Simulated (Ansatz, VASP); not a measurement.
**Two plane-wave programs on Ge**

Contents of INCAR:

```
PREC     = Accurate       # precision mode
ENCUT    = 520            # plane-wave cutoff, eV
EDIFF    = 1E-6           # SCF threshold, eV
ISMEAR   = 0              # smearing method
SIGMA    = 0.15           # smearing width, eV
LREAL    = F              # projectors in reciprocal space
LASPH    = T              # aspherical terms in the spheres
NELM     = 80             # most SCF steps
ALGO     = Normal         # electronic algorithm
ISIF     = 2              # what is computed and relaxed
LWAVE    = F              # write WAVECAR
LCHARG   = T              # write CHGCAR
GGA      = PS             # functional
LELF     = T              # ELF
LVHAR    = T            
NBANDS   = 36             # bands
```

KPOINTS

```
regular mesh
0
Gamma
  12 12 8
```

The input POSCAR:

```
Ge
1.0
    3.8770588259      0.0000000000      0.0000000000
   -1.9385294130      3.4614757064      0.0000000000
    0.0000000000      0.0000000000      6.5963651449
Ge
4
Direct
    0.6666666667      0.3333333333      0.0629118567
    0.3333333333      0.6666666667      0.5629118567
    0.6666666667      0.3333333333      0.4370881433
    0.3333333333      0.6666666667      0.9370881433
```

Input for Ansatz:

```yaml
crystal:
  lattice:
    - [3.8770588259, 0.0, 0.0]
    - [-1.938529413, 3.4614757064, 0.0]
    - [0.0, 0.0, 6.5963651449]
  atoms:
    - { symbol: Ge, position: [0.6666666667, 0.3333333333, 0.0629118567] }
    - { symbol: Ge, position: [0.3333333333, 0.6666666667, 0.5629118567] }
    - { symbol: Ge, position: [0.6666666667, 0.3333333333, 0.4370881433] }
    - { symbol: Ge, position: [0.3333333333, 0.6666666667, 0.9370881433] }
basis:
  ecutwfc: 420
kpoints:
  mp_grid: { grid: [12, 12, 8] }
hamiltonian:
  xc: pbesol
scf:
  occupations: { method: gaussian, width: 0.15 }
output:
  forces: true
  stress: true
  eigenvalues: true
```

Change from the starting cell: strain -0.0300 x Voigt [1, 0, 0, 0, 0, 0], atoms carried along.

Alike in both runs: task single point; functional PBEsol; k mesh 12 × 12 × 8; occupations gaussian, width 0.15 eV; no spin polarisation.

|  | VASP | Ansatz |
| --- | --- | --- |
| version | VASP 6.6.1 | Ansatz 0.2.0 |
| potentials or method | VASP PAW PBE potentials, release 64 (Ge_d), cutoff 520 eV | scalar-relativistic, plane waves, PAW |
| valence electrons in the cell | 56 | 56 |

VASP gave:

```
gap on the k mesh at the Fermi level (eV)                     : none
pressure (GPa)                                                : 2.1
traceless stress, the component that is largest in VASP (GPa) : 3.27
rms of the force components (eV/Å)                            : 0.173
```

Estimate Ansatz's values.

gap on the k mesh at the Fermi level (eV): none; pressure (GPa): 2.3; traceless stress, the component that is largest in VASP (GPa): 3.26; rms of the force components (eV/Å): 0.174.

VASP's potentials were made for PBE, not for PBEsol. Atom by atom the forces differ by 0.002 eV/Å (rms over components). A gap of «none» marks a metal or a gap that the smearing closes.
